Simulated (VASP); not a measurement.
WS2, 6 atoms in the cell. The cell holds a slab with vacuum, 6 atoms: a = 3.160 Å, b = 3.160 Å, c = 23.804 Å, α = 90.00°, β = 90.00°, γ = 120.00°.  This cell differs from its parent crystal: layers slid over each other.

| Quantity | Value |
| --- | --- |
| Program | VASP 6.6.1 |
| Task | single point |
| Functional | PBE |
| Dispersion | D3(BJ) |
| Potentials or basis | VASP PAW PBE potentials, release 64 (S, W_sv) |
| Cutoff | 520 eV |
| k mesh | 9 × 9 × 1 |
| Occupations | gaussian, width 0.05 eV |
| Spin | no spin polarisation |
| Dipole correction | yes |
| Further INCAR settings | ALGO = Normal; EDIFF = 1e-06; NBANDS = 35 |

Potentials or basis: VASP PAW PBE potentials, release 64 (S, W_sv).

Launch:

```console
$ cat potpaw_PBE.64/S/POTCAR potpaw_PBE.64/W_sv/POTCAR > POTCAR
$ mpirun -np 1 vasp_std > vasp.out
```

Hardware: 1 thread of Intel(R) Xeon(R) 6975P-C (Granite Rapids), on a shared host.

Task: How long does it take, and how much memory?

Result: Run time: 3.2 min on 1 thread of Intel(R) Xeon(R) 6975P-C (Granite Rapids) (shared host), peak memory 0.45 GiB. Counts: scf iterations 22, k points 41.
